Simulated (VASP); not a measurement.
# SrAsO3 (Pm-3m) in VASP: further runs

SrAsO3 is run at these levels: LDA; tasks: single point.

Everything below comes from runs of VASP 6.6.1. Logs are shortened: lines on timing, memory, paths and dates and some standing lists are left out, and cuts for length are marked.

## 1. The cell of the first run

Symmetry: Pm-3m, No. 221, cubic system. The conventional cell has a = 4.072 Å, b = 4.072 Å, c = 4.072 Å, α = 90.00°, β = 90.00°, γ = 90.00°. Sr (site symmetry m-3m) has 12 O at 2.88 Å and 8 As at 3.53 Å within 3.8 Å. As (site symmetry m-3m) has 6 O at 2.04 Å within 2.7 Å. O (site symmetry 4/mmm) has 2 As at 2.04 Å within 2.7 Å.

## 2. Single point, LDA

INCAR reads:

```
PREC = Accurate
ENCUT = 520
EDIFF = 1E-6
ISMEAR = 1
SIGMA = 0.1
LREAL = F
LASPH = T
NELM = 100
ALGO = Normal
ISIF = 2
LWAVE = F
LCHARG = F
GGA = CA
NBANDS = 24
```

KPOINTS reads:

```
Automatic mesh
0
Gamma
  6 6 6
```

POSCAR reads:

```
SrAsO3
1.0
    4.0718652815      0.0000000000      0.0000000000
    0.0000000000      4.0718652815      0.0000000000
    0.0000000000      0.0000000000      4.0718652815
Sr As O
1 1 3
Direct
    0.0000000000      0.0000000000      0.0000000000
    0.5000000000      0.5000000000      0.5000000000
    0.5000000000      0.5000000000      0.0000000000
    0.5000000000      0.0000000000      0.5000000000
    0.0000000000      0.5000000000      0.5000000000
```

Potentials or basis: VASP PAW LDA potentials, release 64 (Sr_sv, As, O).

Run with:

```bash
$ cat potpaw_LDA.64/Sr_sv/POTCAR potpaw_LDA.64/As/POTCAR potpaw_LDA.64/O/POTCAR > POTCAR
$ mpirun -np 1 vasp_std > vasp.out
```

OUTCAR:

```text
PREC = Accurate
   ENCUT = 520
   EDIFF = 1E-6
   ISMEAR = 1
   LREAL = F
   LASPH = T
   NELM = 100
   ISIF = 2
   GGA = CA

 ion  position               nearest neighbor table
   1  0.000  0.000  0.000-   3 2.88   4 2.88   5 2.88   4 2.88   5 2.88   3 2.88   5 2.88   5 2.88
                             3 2.88   4 2.88   4 2.88   3 2.88   2 3.53   2 3.53   2 3.53   2 3.53
   2  0.500  0.500  0.500-   3 2.04   4 2.04   5 2.04   3 2.04   4 2.04   5 2.04   1 3.53   1 3.53
                             1 3.53   1 3.53   1 3.53   1 3.53   1 3.53   1 3.53
   3  0.500  0.500  0.000-   2 2.04   2 2.04   1 2.88   1 2.88   1 2.88   1 2.88
   4  0.500  0.000  0.500-   2 2.04   2 2.04   1 2.88   1 2.88   1 2.88   1 2.88
   5  0.000  0.500  0.500-   2 2.04   2 2.04   1 2.88   1 2.88   1 2.88   1 2.88

  LATTYP: Found a simple cubic cell.
 ALAT       =     4.0718652815

  Lattice vectors:

 A1 = (   4.0718652815,   0.0000000000,   0.0000000000)
 A2 = (   0.0000000000,   4.0718652815,   0.0000000000)
 A3 = (   0.0000000000,   0.0000000000,   4.0718652815)

Analysis of symmetry for initial positions (statically):
=====================================================================
 Subroutine PRICEL returns:
 Original cell was already a primitive cell.

 Routine SETGRP: Setting up the symmetry group for a
 simple cubic supercell.

 Subroutine GETGRP returns: Found 48 space group operations
 (whereof 48 operations were pure point group operations)
 out of a pool of 48 trial point group operations.

The static configuration has the point symmetry O_h .

Analysis of symmetry for dynamics (positions and initial velocities):
=====================================================================
 Subroutine PRICEL returns:
 Original cell was already a primitive cell.

 Routine SETGRP: Setting up the symmetry group for a
 simple cubic supercell.

 Subroutine GETGRP returns: Found 48 space group operations
 (whereof 48 operations were pure point group operations)
 out of a pool of 48 trial point group operations.

The dynamic configuration has the point symmetry O_h .

 Subroutine INISYM returns: Found 48 space group operations
 (whereof 48 operations are pure point group operations),
 and found     1 'primitive' translations

----------------------------------------------------------------------------------------

                                     Primitive cell

  volume of cell :      67.5119

  direct lattice vectors                    reciprocal lattice vectors
     4.071865282  0.000000000  0.000000000     0.245587693  0.000000000  0.000000000
     0.000000000  4.071865282  0.000000000     0.000000000  0.245587693  0.000000000
     0.000000000  0.000000000  4.071865282     0.000000000  0.000000000  0.245587693

  length of vectors
     4.071865282  4.071865282  4.071865282     0.245587693  0.245587693  0.245587693

  position of ions in fractional coordinates (direct lattice)
     0.000000000  0.000000000  0.000000000
     0.500000000  0.500000000  0.500000000
     0.500000000  0.500000000  0.000000000
     0.500000000  0.000000000  0.500000000
     0.000000000  0.500000000  0.500000000

  ion indices of the primitive-cell ions
   primitive index   ion index
                 1           1
                 2           2
                 3           3
                 4           4
                 5           5

----------------------------------------------------------------------------------------

 KPOINTS: Automatic mesh

Automatic generation of k-mesh.
 Grid dimensions read from file:
 generate k-points for:    6    6    6

 Generating k-lattice:

  Cartesian coordinates                     Fractional coordinates (reciprocal lattice)
     0.040931282  0.000000000  0.000000000     0.166666667  0.000000000  0.000000000
     0.000000000  0.040931282  0.000000000     0.000000000  0.166666667  0.000000000
     0.000000000  0.000000000  0.040931282     0.000000000  0.000000000  0.166666667

  Length of vectors
     0.040931282  0.040931282  0.040931282

  Shift w.r.t. Gamma in fractional coordinates (k-lattice)
     0.000000000  0.000000000  0.000000000

 Subroutine IBZKPT returns following result:
 ===========================================

 Found     20 irreducible k-points:

 Following reciprocal coordinates:
            Coordinates               Weight
  0.000000  0.000000  0.000000      1.000000
  0.166667  0.000000  0.000000      6.000000
  0.333333  0.000000  0.000000      6.000000
  0.500000  0.000000  0.000000      3.000000
  0.166667  0.166667  0.000000     12.000000
  0.333333  0.166667  0.000000     24.000000
[... 12 lines left out ...]
  0.500000  0.500000  0.333333      6.000000
  0.500000  0.500000  0.500000      1.000000
   k-points           NKPTS =     20   k-points in BZ     NKDIM =     20   number of bands    NBANDS=     24
   number of dos      NEDOS =    301   number of ions     NIONS =      5
   total plane-waves  NPLWV =  27000
   dimension x,y,z NGX =    30 NGY =   30 NGZ =   30
   dimension x,y,z NGXF=    60 NGYF=   60 NGZF=   60
   ions per type =               1   1   3
   NGX,Y,Z   is equivalent  to a cutoff of  12.25, 12.25, 12.25 a.u.
   NGXF,Y,Z  is equivalent  to a cutoff of  24.50, 24.50, 24.50 a.u.
 SYSTEM =  unknown system
   PREC   = accura    normal or accurate (medium, high low for compatibility)
   ISTART =      0    job   : 0-new  1-cont  2-samecut
   ICHARG =      2    charge: 1-file 2-atom 10-const
   ISPIN  =      1    spin polarized calculation?
   LNONCOLLINEAR =      F non collinear calculations
   LSORBIT =      F    spin-orbit coupling
   LASPH  =      T    aspherical Exc in radial PAW
   ENCUT  =  520.0 eV  38.22 Ry    6.18 a.u.   7.57  7.57  7.57*2*pi/ulx,y,z
   NELM   =    100;   NELMIN=  2; NELMDL= -5     # of ELM steps
   EDIFF  = 0.1E-05   stopping-criterion for ELM
   LREAL  =      F    real-space projection
   EDIFFG = 0.1E-04   stopping-criterion for IOM
   NSW    =      0    number of steps for IOM
   IBRION =     -1    ionic relax: 0-MD 1-quasi-New 2-CG
   NFREE  =      0    steps in history (QN), initial steepest desc. (CG)
   ISIF   =      2    stress and relaxation
   ISYM   =      2    0-nonsym 1-usesym 2-fastsym
   POTIM  = 0.5000    time-step for ionic-motion
   TEBEG  =    0.0;   TEEND  =   0.0 temperature during run
   PSTRESS=    0.0 pullay stress
   NELECT =      33.0000    total number of electrons
   NUPDOWN=      -1.0000    fix difference up-down
   EMIN   =  10.00;   EMAX   =-10.00  energy-range for DOS
   EFERMI =   0.00;   METHOD = LEGACY
   ISMEAR =     1;   SIGMA  =   0.10  broadening in eV -4-tet -1-fermi 0-gaus
   EFERMI_NEDOS =   21; number of points for ismear=-14 and -15
   IALGO  =     38    algorithm
   IMIX   =      4    mixing-type and parameters
     AMIX     =   0.40;   BMIX     =  1.00
     AMIX_MAG =   1.60;   BMIX_MAG =  1.00
  volume/ion in A,a.u.               =      13.50        91.12
  Fermi-wavevector in a.u.,A,eV,Ry     =   1.289593  2.436978 22.627178  1.663051
  Thomas-Fermi vector in A             =   2.421477
   LORBIT       =      0    0 simple, 1 ext, 2 COOP (PROOUT), +10 PAW based schemes
   GGA     = CA    functional components
   LHFCALC =     F    Hartree Fock is set to
   AEXX    =    0.0000 exact exchange contribution
   IVDW    =     0    specifies the selected vdW correction
   LEPSILON=     F    determine dielectric tensor
   LRPA    =     F    only Hartree local field effects (RPA)
 non-spin polarized calculation
 Methfessel and Paxton  Order N= 1 SIGMA  =   0.10
  energy-cutoff  :      520.00
  volume of cell :       67.51
 maximum number of plane-waves:      1856
   NGX = 15   NGY = 15   NGZ = 15

 number of electron      32.9999979 magnetization

 Free energy of the ion-electron system (eV)
  ---------------------------------------------------
  ext. energy  EPLUGINS =         0.00000000
  ---------------------------------------------------
  free energy    TOTEN  =       -33.97135086 eV

  energy without entropy =      -33.96745953  energy(sigma->0) =      -33.97005375

 E-fermi :   3.7515     XC(G=0): -11.0314

 val. band max:        3.7327352829   @ k =   0.3333   0.3333   0.1667
 cond. band min:       3.9358716678   @ k =   0.5000   0.1667   0.0000
 fundamental gap:      0.2031363849
 Fermi energy:         3.7514535539

 k-point     1 :       0.0000    0.0000    0.0000
  band No.  band energies     occupation
      1     -30.0421      2.00000
      2     -15.6249      2.00000
      3     -12.9745      2.00000
      4     -12.9745      2.00000
      5     -12.1122      2.00000
      6     -12.1122      2.00000
[... 16 lines left out ...]
     23       9.6972      0.00000
     24      12.6885      0.00000

 k-point     2 :       0.1667    0.0000    0.0000
  band No.  band energies     occupation
      1     -30.0388      2.00000
      2     -15.5534      2.00000
      3     -13.2250      2.00000
      4     -12.9670      2.00000
      5     -12.1014      2.00000
      6     -12.1014      2.00000
[... 16 lines left out ...]
     23      10.0582      0.00000
     24      11.8090      0.00000

 k-point     3 :       0.3333    0.0000    0.0000
  band No.  band energies     occupation
      1     -30.0321      2.00000
      2     -15.3873      2.00000
      3     -13.6192      2.00000
      4     -12.9522      2.00000
      5     -12.0797      2.00000
      6     -12.0797      2.00000
[... 16 lines left out ...]
     23      10.7621      0.00000
     24      10.7621      0.00000
[... 406 lines left out ...]
 k-point    19 :       0.5000    0.5000    0.3333
  band No.  band energies     occupation
      1     -30.0092      2.00000
      2     -13.8970      2.00000
      3     -13.8485      2.00000
      4     -13.8485      2.00000
      5     -12.2133      2.00000
      6     -12.1573      2.00000
[... 16 lines left out ...]
     23      10.8246      0.00000
     24      11.2840      0.00000

 k-point    20 :       0.5000    0.5000    0.5000
  band No.  band energies     occupation
      1     -30.0065      2.00000
      2     -13.7606      2.00000
      3     -13.7606      2.00000
      4     -13.7606      2.00000
      5     -12.2702      2.00000
      6     -12.2702      2.00000
[... 16 lines left out ...]
     23      10.5926      0.00000
     24      11.6868      0.00000

------------------------ aborting loop because EDIFF is reached ----------------------------------------

  FORCE on cell =-STRESS in cart. coord.  units (eV):
  Direction    XX          YY          ZZ          XY          YZ          ZX
  --------------------------------------------------------------------------------------
  -------------------------------------------------------------------------------------
  Total       -7.2929276     -7.2929276     -7.2929276     -0.0000000     -0.0000000      0.0000000
  in kB     -173.0741806   -173.0741806   -173.0741806     -0.0000000     -0.0000000      0.0000000
  external PRESSURE =    -173.0741806 kB  Pullay stress =       0.0000000 kB

 VOLUME and BASIS-vectors are now :
 -----------------------------------------------------------------------------
  energy-cutoff  :      520.00
  volume of cell :       67.51
      direct lattice vectors                 reciprocal lattice vectors
     4.071865282  0.000000000  0.000000000     0.245587693  0.000000000  0.000000000
     0.000000000  4.071865282  0.000000000     0.000000000  0.245587693  0.000000000
     0.000000000  0.000000000  4.071865282     0.000000000  0.000000000  0.245587693

 POSITION                                       TOTAL-FORCE (eV/Angst)
 -----------------------------------------------------------------------------------
      0.00000      0.00000      0.00000         0.000000      0.000000      0.000000
      2.03593      2.03593      2.03593         0.000000      0.000000      0.000000
      2.03593      2.03593      0.00000         0.000000      0.000000      0.000000
      2.03593      0.00000      2.03593         0.000000      0.000000      0.000000
      0.00000      2.03593      2.03593         0.000000      0.000000      0.000000
 -----------------------------------------------------------------------------------
    total drift:                                0.000000      0.000000     -0.000000

  FREE ENERGIE OF THE ION-ELECTRON SYSTEM (eV)
  ---------------------------------------------------
  free  energy   TOTEN  =       -33.9713508552 eV

  energy  without entropy=      -33.9674595274  energy(sigma->0) =      -33.97005375
```

Run time: 12 s. Hardware: 1 thread of Intel Xeon 6975P-C (Granite Rapids), shared host; peak memory 0.16 GiB.

What came out:

```
Free energy : -33.9714 eV
Pressure    : -17.3 GPa
```

Caveat: an odd number of electrons without spin polarisation forces a metal; a magnetic or distorted state may lie lower.

## 3. Single point, LDA

This run uses another cell than the first one, of 13.82 Å³/atom, 1.023 times its volume.

INCAR reads:

```
SYSTEM = SrAsO3
ALGO     = Normal         ! electronic algorithm
EDIFF    = 1E-6           ! SCF threshold, eV
ENCUT    = 520            ! plane-wave cutoff, eV
GGA      = CA             ! functional
ISIF     = 2              ! what is computed and relaxed
ISMEAR   = 1              ! smearing method
LASPH    = .TRUE.         ! aspherical terms in the spheres
LCHARG   = .FALSE.        ! write CHGCAR
LREAL    = .FALSE.        ! projectors in reciprocal space
LWAVE    = .FALSE.        ! write WAVECAR
NBANDS   = 24             ! bands
NELM     = 100            ! most SCF steps
PREC     = Accurate       ! precision mode
SIGMA    = 0.1            ! smearing width, eV
```

KPOINTS reads:

```
k-points
0
G
  6 6 6
  0 0 0
```

Changes to POSCAR since step 2:

```diff
@@ -2,5 +2,5 @@
 1.0
-    4.0718652815      0.0000000000      0.0000000000
-    0.0000000000      4.0718652815      0.0000000000
-    0.0000000000      0.0000000000      4.0718652815
+    4.1031885530      0.0000000000      0.0000000000
+    0.0000000000      4.1031885530      0.0000000000
+    0.0000000000      0.0000000000      4.1031885530
 Sr As O
```

Potentials or basis: VASP PAW LDA potentials, release 64 (Sr_sv, As, O).

Run with:

```bash
$ cat potpaw_LDA.64/Sr_sv/POTCAR potpaw_LDA.64/As/POTCAR potpaw_LDA.64/O/POTCAR > POTCAR
$ mpirun -np 1 vasp_std > vasp.out
```

Run time: 9.6 s. Hardware: 1 thread of Intel Xeon 6975P-C (Granite Rapids), shared host; peak memory 0.17 GiB.

It converged, with:

- Free energy: -33.7943 eV
- Pressure: -19.1 GPa

Levels at points of the mesh, in eV from the Fermi level:
```csv
k point,band 13,band 14,band 15,band 16,band 17,band 18,band 19,band 20
"(0.00, 0.00, 0.00)",-1.86,-1.86,-1.66,-1.66,-1.66,4.30,4.30,4.37
"(0.50, 0.00, 0.00)",-2.32,-2.32,-2.01,-2.01,-0.03,4.63,5.78,5.85
"(0.50, 0.50, 0.00)",-2.71,-2.64,-2.64,-0.97,1.85,3.70,3.70,6.29
"(0.50, 0.50, 0.50)",-2.83,-0.90,-0.90,-0.90,2.36,2.36,2.36,3.59
```

Caveat: an odd number of electrons without spin polarisation forces a metal; a magnetic or distorted state may lie lower.
